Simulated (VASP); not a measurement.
# EuCr (Pm-3m) in VASP: single point with PBE

Aim: the single point of EuCr with PBE.

All numbers are computed with VASP 6.6.1; they aren't measurements. Logs are shortened: lines on timing, memory, paths and dates and some standing lists are left out, and cuts for length are marked.

### Step 1. The cell of the first run

Symmetry: Pm-3m, No. 221, cubic system. Conventional cell: a = 3.571 Å, b = 3.571 Å, c = 3.571 Å, α = 90.00°, β = 90.00°, γ = 90.00°. Within 4.1 Å of Eu (site symmetry m-3m) lie 8 Cr at 3.09 Å and 6 Eu at 3.57 Å. Within 4.1 Å of Cr (site symmetry m-3m) lie 8 Eu at 3.09 Å and 6 Cr at 3.57 Å.

The cell was built from a structure type or drawn by symmetry, and may not be a known phase.

### Step 2. Single point, PBE, collinear spin, ferromagnetic start

INCAR reads:

```
SYSTEM = EuCr
PREC = Accurate
ENCUT = 520
EDIFF = 1E-7
ISMEAR = 0
SIGMA = 0.1
LREAL = .False.
LASPH = .True.
NELM = 150
ALGO = Normal
ISIF = 2
LWAVE = .False.
LCHARG = .False.
ISPIN = 2
MAGMOM = 7 3
LORBIT = 11
LMAXMIX = 6
GGA = PE
NBANDS = 26
```

KPOINTS reads:

```
regular mesh
0
Gamma
  6 6 6
  0 0 0
```

POSCAR reads:

```
EuCr
1.0
    3.5705067600      0.0000000000      0.0000000000
    0.0000000000      3.5705067600      0.0000000000
    0.0000000000      0.0000000000      3.5705067600
Eu Cr
1 1
Direct
    0.5000000000      0.5000000000      0.5000000000
    0.0000000000      0.0000000000      0.0000000000
```

Potentials or basis: VASP PAW PBE potentials, release 64 (Eu, Cr_pv).

On the command line:

```
> cat potpaw_PBE.64/Eu/POTCAR potpaw_PBE.64/Cr_pv/POTCAR > POTCAR
> mpirun -np 1 vasp_std > vasp.out
```

OUTCAR:

```text
SYSTEM = EuCr
   PREC = Accurate
   ENCUT = 520
   EDIFF = 1E-7
   ISMEAR = 0
   LREAL = .False.
   LASPH = .True.
   NELM = 150
   ISIF = 2
   ISPIN = 2
   LORBIT = 11
   GGA = PE

 ion  position               nearest neighbor table
   1  0.500  0.500  0.500-   2 3.09   2 3.09   2 3.09   2 3.09   2 3.09   2 3.09   2 3.09   2 3.09

   2  0.000  0.000  0.000-   1 3.09   1 3.09   1 3.09   1 3.09   1 3.09   1 3.09   1 3.09   1 3.09

  LATTYP: Found a simple cubic cell.
 ALAT       =     3.5705067600

  Lattice vectors:

 A1 = (   3.5705067600,   0.0000000000,   0.0000000000)
 A2 = (   0.0000000000,   3.5705067600,   0.0000000000)
 A3 = (   0.0000000000,   0.0000000000,   3.5705067600)

Analysis of symmetry for initial positions (statically):
=====================================================================
 Subroutine PRICEL returns:
 Original cell was already a primitive cell.

 Routine SETGRP: Setting up the symmetry group for a
 simple cubic supercell.

 Subroutine GETGRP returns: Found 48 space group operations
 (whereof 48 operations were pure point group operations)
 out of a pool of 48 trial point group operations.

The static configuration has the point symmetry O_h .

Analysis of symmetry for dynamics (positions and initial velocities):
=====================================================================
 Subroutine PRICEL returns:
 Original cell was already a primitive cell.

 Routine SETGRP: Setting up the symmetry group for a
 simple cubic supercell.

 Subroutine GETGRP returns: Found 48 space group operations
 (whereof 48 operations were pure point group operations)
 out of a pool of 48 trial point group operations.

The dynamic configuration has the point symmetry O_h .

Analysis of structural, dynamic, and magnetic symmetry:
=====================================================================
 Subroutine PRICEL returns:
 Original cell was already a primitive cell.

 Routine SETGRP: Setting up the symmetry group for a
 simple cubic supercell.

 Subroutine GETGRP returns: Found 48 space group operations
 (whereof 48 operations were pure point group operations)
 out of a pool of 48 trial point group operations.

The overall configuration has the point symmetry O_h .

 Subroutine INISYM returns: Found 48 space group operations
 (whereof 48 operations are pure point group operations),
 and found     1 'primitive' translations

----------------------------------------------------------------------------------------

                                     Primitive cell

  volume of cell :      45.5187

  direct lattice vectors                    reciprocal lattice vectors
     3.570506760  0.000000000  0.000000000     0.280072289  0.000000000  0.000000000
     0.000000000  3.570506760  0.000000000     0.000000000  0.280072289  0.000000000
     0.000000000  0.000000000  3.570506760     0.000000000  0.000000000  0.280072289

  length of vectors
     3.570506760  3.570506760  3.570506760     0.280072289  0.280072289  0.280072289

  position of ions in fractional coordinates (direct lattice)
     0.500000000  0.500000000  0.500000000
     0.000000000  0.000000000  0.000000000

  ion indices of the primitive-cell ions
   primitive index   ion index
                 1           1
                 2           2

----------------------------------------------------------------------------------------

 KPOINTS: regular mesh

Automatic generation of k-mesh.
 Grid dimensions read from file:
 generate k-points for:    6    6    6

 Generating k-lattice:

  Cartesian coordinates                     Fractional coordinates (reciprocal lattice)
     0.046678715  0.000000000  0.000000000     0.166666667  0.000000000  0.000000000
     0.000000000  0.046678715  0.000000000     0.000000000  0.166666667  0.000000000
     0.000000000  0.000000000  0.046678715     0.000000000  0.000000000  0.166666667

  Length of vectors
     0.046678715  0.046678715  0.046678715

  Shift w.r.t. Gamma in fractional coordinates (k-lattice)
     0.000000000  0.000000000  0.000000000

 Subroutine IBZKPT returns following result:
 ===========================================

 Found     20 irreducible k-points:

 Following reciprocal coordinates:
            Coordinates               Weight
  0.000000  0.000000  0.000000      1.000000
  0.166667  0.000000  0.000000      6.000000
  0.333333  0.000000  0.000000      6.000000
  0.500000  0.000000  0.000000      3.000000
  0.166667  0.166667  0.000000     12.000000
  0.333333  0.166667  0.000000     24.000000
[... 12 lines left out ...]
  0.500000  0.500000  0.333333      6.000000
  0.500000  0.500000  0.500000      1.000000
   k-points           NKPTS =     20   k-points in BZ     NKDIM =     20   number of bands    NBANDS=     26
   number of dos      NEDOS =    301   number of ions     NIONS =      2
   total plane-waves  NPLWV =  21952
   dimension x,y,z NGX =    28 NGY =   28 NGZ =   28
   dimension x,y,z NGXF=    56 NGYF=   56 NGZF=   56
   ions per type =               1   1
   NGX,Y,Z   is equivalent  to a cutoff of  13.04, 13.04, 13.04 a.u.
   NGXF,Y,Z  is equivalent  to a cutoff of  26.07, 26.07, 26.07 a.u.
 SYSTEM =  EuCr
   PREC   = accura    normal or accurate (medium, high low for compatibility)
   ISTART =      0    job   : 0-new  1-cont  2-samecut
   ICHARG =      2    charge: 1-file 2-atom 10-const
   ISPIN  =      2    spin polarized calculation?
   LNONCOLLINEAR =      F non collinear calculations
   LSORBIT =      F    spin-orbit coupling
   LASPH  =      T    aspherical Exc in radial PAW
   ENCUT  =  520.0 eV  38.22 Ry    6.18 a.u.   6.64  6.64  6.64*2*pi/ulx,y,z
   NELM   =    150;   NELMIN=  2; NELMDL= -5     # of ELM steps
   EDIFF  = 0.1E-06   stopping-criterion for ELM
   LREAL  =      F    real-space projection
   EDIFFG = 0.1E-05   stopping-criterion for IOM
   NSW    =      0    number of steps for IOM
   IBRION =     -1    ionic relax: 0-MD 1-quasi-New 2-CG
   NFREE  =      0    steps in history (QN), initial steepest desc. (CG)
   ISIF   =      2    stress and relaxation
   ISYM   =      2    0-nonsym 1-usesym 2-fastsym
   POTIM  = 0.5000    time-step for ionic-motion
   TEBEG  =    0.0;   TEEND  =   0.0 temperature during run
   PSTRESS=    0.0 pullay stress
   NELECT =      29.0000    total number of electrons
   NUPDOWN=      -1.0000    fix difference up-down
   EMIN   =  10.00;   EMAX   =-10.00  energy-range for DOS
   EFERMI =   0.00;   METHOD = LEGACY
   ISMEAR =     0;   SIGMA  =   0.10  broadening in eV -4-tet -1-fermi 0-gaus
   EFERMI_NEDOS =   21; number of points for ismear=-14 and -15
   IALGO  =     38    algorithm
   IMIX   =      4    mixing-type and parameters
     AMIX     =   0.40;   BMIX     =  1.00
     AMIX_MAG =   1.60;   BMIX_MAG =  1.00
  volume/ion in A,a.u.               =      22.76       153.59
  Fermi-wavevector in a.u.,A,eV,Ry     =   1.408676  2.662011 26.998949  1.984367
  Thomas-Fermi vector in A             =   2.530809
   LORBIT       =     11    0 simple, 1 ext, 2 COOP (PROOUT), +10 PAW based schemes
   GGA     = PE    functional components
   LHFCALC =     F    Hartree Fock is set to
   AEXX    =    0.0000 exact exchange contribution
   IVDW    =     0    specifies the selected vdW correction
   LEPSILON=     F    determine dielectric tensor
   LRPA    =     F    only Hartree local field effects (RPA)
 spin polarized calculation
 Gauss-broadening in eV      SIGMA  =   0.10
  energy-cutoff  :      520.00
  volume of cell :       45.52
 maximum number of plane-waves:      1253
 NGX is ok and might be reduce to    28
   NGX = 13   NGY = 13   NGZ = 13

 number of electron      29.0000002 magnetization       9.9728891

 number of electron      29.0000002 magnetization      10.1204182

 Free energy of the ion-electron system (eV)
  ---------------------------------------------------
  ext. energy  EPLUGINS =         0.00000000
  ---------------------------------------------------
  free energy    TOTEN  =       -19.34340733 eV

  energy without entropy =      -19.31144678  energy(sigma->0) =      -19.32742706

 E-fermi :   4.6526     XC(G=0): -10.8936

 val. band max:        4.6421867565   @ k =   0.3333   0.1667   0.0000
 cond. band min:       4.6724920509   @ k =   0.5000   0.3333   0.3333
 fundamental gap:      0.0303052944
 Fermi energy:         4.6525632705

 spin component 1

 k-point     1 :       0.0000    0.0000    0.0000
  band No.  band energies     occupation
      1     -39.2024      1.00000
      2     -39.2024      1.00000
      3     -39.2024      1.00000
      4     -36.3486      1.00000
      5     -14.8269      1.00000
      6     -14.8269      1.00000
[... 18 lines left out ...]
     25      10.7713      0.00000
     26      10.8432      0.00000
[... 527 lines left out ...]
      3     -39.2122      1.00000
      4     -36.2465      1.00000
      5     -15.2532      1.00000
      6     -15.2532      1.00000
[... 18 lines left out ...]
     25      12.5943      0.00000
     26      12.7503      0.00000
 Fermi energy:         4.6525632705

 spin component 2

 k-point     1 :       0.0000    0.0000    0.0000
  band No.  band energies     occupation
      1     -36.1545      1.00000
      2     -36.1545      1.00000
      3     -36.1545      1.00000
      4     -33.3673      1.00000
      5     -12.6622      1.00000
      6     -12.6622      1.00000
[... 18 lines left out ...]
     25      12.2140      0.00000
     26      13.3340      0.00000
[... 528 lines left out ...]
      4     -33.2355      1.00000
      5     -13.1895      1.00000
      6     -13.1895      1.00000
[... 18 lines left out ...]
     25      13.6317      0.00000
     26      14.1693      0.00000

------------------------ aborting loop because EDIFF is reached ----------------------------------------

  FORCE on cell =-STRESS in cart. coord.  units (eV):
  Direction    XX          YY          ZZ          XY          YZ          ZX
  --------------------------------------------------------------------------------------
  -------------------------------------------------------------------------------------
  Total        1.0960666      1.0960666      1.0960666      0.0000000     -0.0000000      0.0000000
  in kB       38.5796215     38.5796215     38.5796215      0.0000000     -0.0000000      0.0000000
  external PRESSURE =      38.5796215 kB  Pullay stress =       0.0000000 kB

 VOLUME and BASIS-vectors are now :
 -----------------------------------------------------------------------------
  energy-cutoff  :      520.00
  volume of cell :       45.52
      direct lattice vectors                 reciprocal lattice vectors
     3.570506760  0.000000000  0.000000000     0.280072289  0.000000000  0.000000000
     0.000000000  3.570506760  0.000000000     0.000000000  0.280072289  0.000000000
     0.000000000  0.000000000  3.570506760     0.000000000  0.000000000  0.280072289

 POSITION                                       TOTAL-FORCE (eV/Angst)
 -----------------------------------------------------------------------------------
      1.78525      1.78525      1.78525         0.000000      0.000000      0.000000
      0.00000      0.00000      0.00000         0.000000      0.000000      0.000000
 -----------------------------------------------------------------------------------
    total drift:                               -0.000000      0.000000      0.000000

  FREE ENERGIE OF THE ION-ELECTRON SYSTEM (eV)
  ---------------------------------------------------
  free  energy   TOTEN  =       -19.3434073318 eV

  energy  without entropy=      -19.3114467815  energy(sigma->0) =      -19.32742706

 total charge

# of ion       s       p       d       f       tot
--------------------------------------------------
    1        2.089   5.699   0.535   6.477  14.801
    2        0.364   6.135   4.085   0.000  10.585
--------------------------------------------------
tot          2.454  11.834   4.620   6.477  25.386

 magnetization (x)

# of ion       s       p       d       f       tot
--------------------------------------------------
    1       -0.013  -0.070   0.074   6.449   6.440
    2        0.030   0.029   3.026   0.000   3.085
--------------------------------------------------
tot          0.017  -0.041   3.100   6.449   9.525
```

Run time: 3.1 min. Hardware: 1 thread of Intel Xeon 8259CL, shared host; peak memory 0.21 GiB.

Results:

```yaml
Free_energy: -19.3434 eV
Pressure: 3.9 GPa
Net_moment: 10.12 μB per cell
Site_moments: Eu +6.44; Cr +3.08 μB
Valence_electrons_inside_the_program's_atomic_spheres: Eu 14.80; Cr 10.59
```

Levels at points of the mesh, in eV from the Fermi level:
Spin up:
```csv
k point,band 17,band 18,band 19,band 20,band 21,band 22,band 23,band 24
"(0.00, 0.00, 0.00)",-0.29,-0.29,-0.29,-0.23,2.17,2.17,6.12,6.12
"(0.50, 0.00, 0.00)",-0.06,-0.04,-0.04,0.05,0.50,0.99,2.42,2.42
"(0.50, 0.50, 0.00)",-0.19,-0.16,-0.16,0.20,1.76,1.76,2.52,4.89
"(0.50, 0.50, 0.50)",-0.30,-0.21,-0.21,-0.21,-0.14,-0.14,3.98,6.19
```
Spin down:
```csv
k point,band 8,band 9,band 10,band 11,band 12,band 13
"(0.00, 0.00, 0.00)",-4.63,-1.21,-1.21,1.86,1.86,1.86
"(0.50, 0.00, 0.00)",-1.71,-0.91,0.14,1.58,1.72,1.72
"(0.50, 0.50, 0.00)",-2.20,-0.76,0.81,0.81,2.17,2.28
"(0.50, 0.50, 0.50)",-0.34,-0.34,-0.34,1.33,1.33,1.33
```

Caveat: the cell stands under pressure; spin-orbit coupling is left out, which moves the levels of the heavy elements; semilocal functionals describe open f shells poorly, which spoils levels, moments and volumes. The state reached can hang on the start; a lower one may exist.
